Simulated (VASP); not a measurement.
# C (P6_3/mmc) in VASP: a series of runs

Runs on C. Level: PBEsol. Tasks: single point, relaxation of the atoms.

Everything below comes from runs of VASP 6.6.1. Logs are shortened: lines on timing, memory, paths and dates and some standing lists are left out, and cuts for length are marked.

### Step 1. The cell of the first run

The structure is hexagonal, space group P6_3/mmc (No. 194). The conventional cell has a = 2.564 Å, b = 2.564 Å, c = 4.223 Å, α = 90.00°, β = 90.00°, γ = 120.00°. Within 2.1 Å of C (site symmetry 3m) lie 4 C at 1.57 to 1.58 Å.

### Step 2. Single point, PBEsol (strained cell)

Input file INCAR:

```
SYSTEM = C
  PREC = Accurate
  ENCUT = 520
  EDIFF = 1E-6
  ISMEAR = 0
  SIGMA = 0.02
  LREAL = .FALSE.
  LASPH = .TRUE.
  NELM = 60
  ALGO = Normal
  ISIF = 2
  LWAVE = .FALSE.
  LCHARG = .TRUE.
  GGA = PS
  LELF = .TRUE.
  LVHAR = .TRUE.
  NBANDS = 16
```

Input file KPOINTS:

```
regular mesh
0
G
  9 9 6
  0 0 0
```

Input file POSCAR:

```
C
1.0
    2.5643191206      0.0000000000      0.0000000000
   -1.2821595603      2.2207655019      0.0000000000
    0.0000000000      0.0000000000      4.2229976381
C
4
Direct
    0.3333333333      0.6666666667     -0.0004162315
    0.6666666667      0.3333333333      0.4995837685
    0.3333333333      0.6666666667      0.3744162315
    0.6666666667      0.3333333333      0.8744162315
```

Potentials or basis: VASP PAW PBE potentials, release 64 (C).

Run with:

```
$ cat potpaw_PBE.64/C/POTCAR > POTCAR
$ mpirun -np 1 vasp_std > vasp.out
```

OUTCAR:

```text
SYSTEM = C
   PREC = Accurate
   ENCUT = 520
   EDIFF = 1E-6
   ISMEAR = 0
   LREAL = .FALSE.
   LASPH = .TRUE.
   NELM = 60
   ISIF = 2
   GGA = PS

 ion  position               nearest neighbor table
   1  0.333  0.667  1.000-   4 1.57   4 1.57   4 1.57   3 1.58
   2  0.667  0.333  0.500-   3 1.57   3 1.57   3 1.57   4 1.58
   3  0.333  0.667  0.374-   2 1.57   2 1.57   2 1.57   1 1.58
   4  0.667  0.333  0.874-   1 1.57   1 1.57   1 1.57   2 1.58

  LATTYP: Found a hexagonal cell.
 ALAT       =     2.5643191206
 C/A-ratio  =     1.6468299925

  Lattice vectors:

 A1 = (   2.5643191206,   0.0000000000,   0.0000000000)
 A2 = (  -1.2821595603,   2.2207655019,   0.0000000000)
 A3 = (   0.0000000000,   0.0000000000,   4.2229976381)

Analysis of symmetry for initial positions (statically):
=====================================================================
 Subroutine PRICEL returns:
 Original cell was already a primitive cell.

 Routine SETGRP: Setting up the symmetry group for a
 hexagonal supercell.

 Subroutine GETGRP returns: Found 24 space group operations
 (whereof  6 operations were pure point group operations)
 out of a pool of 24 trial point group operations.

The static configuration has the point symmetry C_3v.
 The point group associated with its full space group is D_6h.

Analysis of symmetry for dynamics (positions and initial velocities):
=====================================================================
 Subroutine PRICEL returns:
 Original cell was already a primitive cell.

 Routine SETGRP: Setting up the symmetry group for a
 hexagonal supercell.

 Subroutine GETGRP returns: Found 24 space group operations
 (whereof  6 operations were pure point group operations)
 out of a pool of 24 trial point group operations.

The dynamic configuration has the point symmetry C_3v.
 The point group associated with its full space group is D_6h.

 Subroutine INISYM returns: Found 24 space group operations
 (whereof  6 operations are pure point group operations),
 and found     1 'primitive' translations

----------------------------------------------------------------------------------------

                                     Primitive cell

  volume of cell :      24.0489

  direct lattice vectors                    reciprocal lattice vectors
     2.564319121  0.000000000  0.000000000     0.389967065  0.225147590  0.000000000
    -1.282159560  2.220765502  0.000000000     0.000000000  0.450295179  0.000000000
     0.000000000  0.000000000  4.222997638     0.000000000  0.000000000  0.236798617

  length of vectors
     2.564319121  2.564319121  4.222997638     0.450295179  0.450295179  0.236798617

  position of ions in fractional coordinates (direct lattice)
     0.333333333  0.666666667  0.999583769
     0.666666667  0.333333333  0.499583769
     0.333333333  0.666666667  0.374416231
     0.666666667  0.333333333  0.874416231

  ion indices of the primitive-cell ions
   primitive index   ion index
                 1           1
                 2           2
                 3           3
                 4           4

----------------------------------------------------------------------------------------

 KPOINTS: regular mesh

Automatic generation of k-mesh.
 Grid dimensions read from file:
 generate k-points for:    9    9    6

 Generating k-lattice:

  Cartesian coordinates                     Fractional coordinates (reciprocal lattice)
     0.043329674  0.025016399  0.000000000     0.111111111  0.000000000  0.000000000
     0.000000000  0.050032798  0.000000000     0.000000000  0.111111111  0.000000000
     0.000000000  0.000000000  0.039466436     0.000000000  0.000000000  0.166666667

  Length of vectors
     0.050032798  0.050032798  0.039466436

  Shift w.r.t. Gamma in fractional coordinates (k-lattice)
     0.000000000  0.000000000  0.000000000

 Subroutine IBZKPT returns following result:
 ===========================================

 Found     48 irreducible k-points:

 Following reciprocal coordinates:
            Coordinates               Weight
  0.000000  0.000000  0.000000      1.000000
  0.111111 -0.000000  0.000000      6.000000
  0.222222 -0.000000  0.000000      6.000000
  0.333333  0.000000  0.000000      6.000000
  0.444444 -0.000000  0.000000      6.000000
  0.111111  0.111111  0.000000      6.000000
[... 16 lines left out ...]
  0.333333  0.222222  0.166667     24.000000
  0.333333  0.333333  0.166667      4.000000
 [... further k-points ...]
   k-points           NKPTS =     48   k-points in BZ     NKDIM =     48   number of bands    NBANDS=     16
   number of dos      NEDOS =    301   number of ions     NIONS =      4
   total plane-waves  NPLWV =  12800
   dimension x,y,z NGX =    20 NGY =   20 NGZ =   32
   dimension x,y,z NGXF=    40 NGYF=   40 NGZF=   64
   ions per type =               4
   NGX,Y,Z   is equivalent  to a cutoff of  12.97, 12.97, 12.60 a.u.
   NGXF,Y,Z  is equivalent  to a cutoff of  25.93, 25.93, 25.19 a.u.
 SYSTEM =  C
   PREC   = accura    normal or accurate (medium, high low for compatibility)
   ISTART =      0    job   : 0-new  1-cont  2-samecut
   ICHARG =      2    charge: 1-file 2-atom 10-const
   ISPIN  =      1    spin polarized calculation?
   LNONCOLLINEAR =      F non collinear calculations
   LSORBIT =      F    spin-orbit coupling
   LASPH  =      T    aspherical Exc in radial PAW
   ENCUT  =  520.0 eV  38.22 Ry    6.18 a.u.   4.77  4.77  7.85*2*pi/ulx,y,z
   NELM   =     60;   NELMIN=  2; NELMDL= -5     # of ELM steps
   EDIFF  = 0.1E-05   stopping-criterion for ELM
   LREAL  =      F    real-space projection
   EDIFFG = 0.1E-04   stopping-criterion for IOM
   NSW    =      0    number of steps for IOM
   IBRION =     -1    ionic relax: 0-MD 1-quasi-New 2-CG
   NFREE  =      0    steps in history (QN), initial steepest desc. (CG)
   ISIF   =      2    stress and relaxation
   ISYM   =      2    0-nonsym 1-usesym 2-fastsym
   POTIM  = 0.5000    time-step for ionic-motion
   TEBEG  =    0.0;   TEEND  =   0.0 temperature during run
   PSTRESS=    0.0 pullay stress
   NELECT =      16.0000    total number of electrons
   NUPDOWN=      -1.0000    fix difference up-down
   EMIN   =  10.00;   EMAX   =-10.00  energy-range for DOS
   EFERMI =   0.00;   METHOD = LEGACY
   ISMEAR =     0;   SIGMA  =   0.02  broadening in eV -4-tet -1-fermi 0-gaus
   EFERMI_NEDOS =   21; number of points for ismear=-14 and -15
   IALGO  =     38    algorithm
   IMIX   =      4    mixing-type and parameters
     AMIX     =   0.40;   BMIX     =  1.00
     AMIX_MAG =   1.60;   BMIX_MAG =  1.00
  volume/ion in A,a.u.               =       6.01        40.57
  Fermi-wavevector in a.u.,A,eV,Ry     =   1.429167  2.700734 27.790146  2.042518
  Thomas-Fermi vector in A             =   2.549150
   LORBIT       =      0    0 simple, 1 ext, 2 COOP (PROOUT), +10 PAW based schemes
   GGA     = PS    functional components
   LHFCALC =     F    Hartree Fock is set to
   AEXX    =    0.0000 exact exchange contribution
   IVDW    =     0    specifies the selected vdW correction
   LEPSILON=     F    determine dielectric tensor
   LRPA    =     F    only Hartree local field effects (RPA)
 non-spin polarized calculation
 Gauss-broadening in eV      SIGMA  =   0.02
  energy-cutoff  :      520.00
  volume of cell :       24.05
 maximum number of plane-waves:       656
 NGX is ok and might be reduce to    20
   NGX =  9   NGY =  9   NGZ = 15

 number of electron      16.0000000 magnetization

 Free energy of the ion-electron system (eV)
  ---------------------------------------------------
  ext. energy  EPLUGINS =         0.00000000
  ---------------------------------------------------
  free energy    TOTEN  =       -38.27355592 eV

  energy without entropy =      -38.27355592  energy(sigma->0) =      -38.27355592

 E-fermi :   9.2871     XC(G=0): -13.1398

 val. band max:        9.1525700038   @ k =   0.0000   0.0000   0.0000
 cond. band min:      12.4522929264   @ k =   0.3333   0.3333   0.0000
 fundamental gap:      3.2997229226
 Fermi energy:         9.2871463179

 k-point     1 :       0.0000    0.0000    0.0000
  band No.  band energies     occupation
      1     -11.8910      2.00000
      2      -6.4380      2.00000
      3      -3.9751      2.00000
      4       6.1260      2.00000
      5       6.1260      2.00000
      6       8.7254      2.00000
[... 8 lines left out ...]
     15      21.8398      0.00000
     16      25.8756      0.00000

 k-point     2 :       0.1111   -0.0000    0.0000
  band No.  band energies     occupation
      1     -11.5978      2.00000
      2      -6.1727      2.00000
      3      -3.7086      2.00000
      4       4.7229      2.00000
      5       5.5674      2.00000
      6       7.9759      2.00000
[... 8 lines left out ...]
     15      22.2445      0.00000
     16      25.1316      0.00000

 k-point     3 :       0.2222   -0.0000    0.0000
  band No.  band energies     occupation
      1     -10.7253      2.00000
      2      -5.3818      2.00000
      3      -2.9594      2.00000
      4       1.8525      2.00000
      5       4.4731      2.00000
      6       5.4902      2.00000
[... 8 lines left out ...]
     15      23.1263      0.00000
     16      23.4164      0.00000

 k-point     4 :       0.3333    0.0000    0.0000
  band No.  band energies     occupation
      1      -9.3038      2.00000
      2      -4.0881      2.00000
      3      -2.3610      2.00000
      4      -0.6352      2.00000
      5       2.7507      2.00000
      6       3.5255      2.00000
[... 8 lines left out ...]
     15      23.3190      0.00000
     16      24.5877      0.00000

 k-point     5 :       0.4444   -0.0000    0.0000
  band No.  band energies     occupation
      1      -7.4901      2.00000
      2      -4.4011      2.00000
      3      -2.4027      2.00000
      4      -0.0007      2.00000
      5       0.2710      2.00000
      6       3.0061      2.00000
[... 8 lines left out ...]
     15      24.6757      0.00000
     16      26.7707      0.00000

 k-point     6 :       0.1111    0.1111    0.0000
  band No.  band energies     occupation
      1     -11.0148      2.00000
      2      -5.6444      2.00000
      3      -3.1975      2.00000
      4       2.9306      2.00000
      5       4.3414      2.00000
      6       6.4035      2.00000
[... 8 lines left out ...]
     15      23.1493      0.00000
     16      24.1990      0.00000
[... 267 lines left out ...]
 k-point    21 :       0.4444    0.1111    0.1667
  band No.  band energies     occupation
      1      -6.5517      2.00000
      2      -4.7749      2.00000
      3      -2.5824      2.00000
      4      -0.9261      2.00000
      5       1.3277      2.00000
      6       2.2754      2.00000
[... 8 lines left out ...]
     15      24.1933      0.00000
     16      26.1481      0.00000

 k-point    22 :       0.2222    0.2222    0.1667
  band No.  band energies     occupation
      1      -8.2944      2.00000
      2      -4.3566      2.00000
      3      -1.8360      2.00000
      4       0.8288      2.00000
      5       0.9300      2.00000
      6       1.9074      2.00000
[... 8 lines left out ...]
     15      22.1904      0.00000
     16      24.6875      0.00000

 k-point    23 :       0.3333    0.2222    0.1667
  band No.  band energies     occupation
      1      -6.5234      2.00000
      2      -3.9567      2.00000
      3      -2.4754      2.00000
      4      -0.2476      2.00000
      5       0.0594      2.00000
      6       1.9952      2.00000
[... 8 lines left out ...]
     15      23.5552      0.00000
     16      24.7408      0.00000

 k-point    24 :       0.3333    0.3333    0.1667
  band No.  band energies     occupation
      1      -4.9541      2.00000
      2      -4.9541      2.00000
      3      -1.2682      2.00000
      4      -1.0415      2.00000
      5      -1.0415      2.00000
      6       2.1372      2.00000
[... 8 lines left out ...]
     15      23.6420      0.00000
     16      23.6420      0.00000

 [... further k-points ...]

------------------------ aborting loop because EDIFF is reached ----------------------------------------

  FORCE on cell =-STRESS in cart. coord.  units (eV):
  Direction    XX          YY          ZZ          XY          YZ          ZX
  --------------------------------------------------------------------------------------
  -------------------------------------------------------------------------------------
  Total       -4.4436592     -4.4436592     -2.6582018      0.0000000      0.0000000      0.0000000
  in kB     -296.0436258   -296.0436258   -177.0936245      0.0000000      0.0000000      0.0000000
  external PRESSURE =    -256.3936254 kB  Pullay stress =       0.0000000 kB

 VOLUME and BASIS-vectors are now :
 -----------------------------------------------------------------------------
  energy-cutoff  :      520.00
  volume of cell :       24.05
      direct lattice vectors                 reciprocal lattice vectors
     2.564319121  0.000000000  0.000000000     0.389967065  0.225147590  0.000000000
    -1.282159560  2.220765502  0.000000000     0.000000000  0.450295179  0.000000000
     0.000000000  0.000000000  4.222997638     0.000000000  0.000000000  0.236798617

 POSITION                                       TOTAL-FORCE (eV/Angst)
 -----------------------------------------------------------------------------------
     -0.00000      1.48051      4.22124        -0.000000     -0.000000      0.001548
      1.28216      0.74026      2.10974         0.000000      0.000000      0.001548
     -0.00000      1.48051      1.58116        -0.000000      0.000000     -0.001548
      1.28216      0.74026      3.69266         0.000000      0.000000     -0.001548
 -----------------------------------------------------------------------------------
    total drift:                               -0.000000      0.000000      0.000007

  FREE ENERGIE OF THE ION-ELECTRON SYSTEM (eV)
  ---------------------------------------------------
  free  energy   TOTEN  =       -38.2735559157 eV

  energy  without entropy=      -38.2735559157  energy(sigma->0) =      -38.27355592
```

It took 28 s on 1 thread of Intel Xeon 8259CL, shared host; peak memory 0.14 GiB.

Results:

| Property | Result |
| --- | --- |
| Free energy | -38.2736 eV |
| Pressure | -25.6 GPa |
| Band gap on the k mesh | 3.30 eV (least direct gap 4.70 eV) |

Stress tensor (GPa, compression positive):
```
-29.60   0.00   0.00
  0.00 -29.60   0.00
  0.00   0.00 -17.71
```

Caveat: the cell differs from its parent crystal (strained cell); the cell stands under tension; the PAW data sets were made with another functional, which shifts forces and pressure a little; an odd mesh through Γ misses points on the zone boundary, where band edges can lie.

### Step 3. Relaxation of the atoms, PBEsol (strained cell)

Input file INCAR:

```
ALGO = Normal ; EDIFF = 1E-7
EDIFFG = -0.002 ; ENCUT = 520
GGA = PS ; IBRION = 2
ISIF = 2 ; ISMEAR = 0
LASPH = T ; LCHARG = F
LREAL = F ; LWAVE = F
NELM = 100 ; NSW = 60
PREC = Accurate ; SIGMA = 0.02
```

Input file KPOINTS:

```
k-points
0
Gamma
  9 9 6
```

Input file POSCAR:

```
C
1.0
    2.4893572949      0.0000000000      0.0000000000
   -1.2446786474      2.1558466565      0.0000000000
    0.0000000000      0.0000000000      4.2229976381
C
4
Direct
    0.3333333333      0.6666666667     -0.0002008248
    0.6666666667      0.3333333333      0.4997991752
    0.3333333333      0.6666666667      0.3742008248
    0.6666666667      0.3333333333      0.8742008248
```

Potentials or basis: VASP PAW PBE potentials, release 64 (C).

Run with:

```
$ cat potpaw_PBE.64/C/POTCAR > POTCAR
$ mpirun -np 1 vasp_std > vasp.out
```

Wall time 37 s (1 thread of Intel Xeon 8259CL, shared host); peak memory 0.13 GiB.

It converged, with:

```yaml
Free_energy: -38.3823 eV
Energy_gained_by_relaxing: 0.0 meV/atom
Ionic_steps: 3
Pressure_after_relaxing: -2.1 GPa
Band_gap_on_the_k_mesh: 3.04 eV (least direct gap 4.77 eV)
```

Stress tensor (GPa, compression positive):
```
  5.89   0.00   0.00
  0.00   5.89   0.00
  0.00   0.00 -18.00
```

Final structure:
```xyz
4
Lattice="2.4894 0.0000 0.0000 -1.2447 2.1558 0.0000 0.0000 0.0000 4.2230" Properties=species:S:1:pos:R:3 pbc="T T T"
C     0.0000    1.4372    4.2223
C     1.2447    0.7186    2.1108
C     0.0000    1.4372    1.5801
C     1.2447    0.7186    3.6916
```

Levels at points of the mesh, in eV from the valence-band top:
| k point | band 5 | band 6 | band 7 | band 8 | band 9 | band 10 | band 11 | band 12 |
| --- | --- | --- | --- | --- | --- | --- | --- | --- |
| (0.00, 0.00, 0.00) | -2.91 | -0.52 | 0.00 | 0.00 | 4.77 | 5.14 | 5.14 | 8.62 |
| (0.00, 0.00, 0.50) | -1.73 | -1.73 | -1.73 | -1.73 | 7.32 | 7.32 | 7.32 | 7.32 |

Caveat: the cell differs from its parent crystal (strained cell); the PAW data sets were made with another functional, which shifts forces and pressure a little; an odd mesh through Γ misses points on the zone boundary, where band edges can lie.
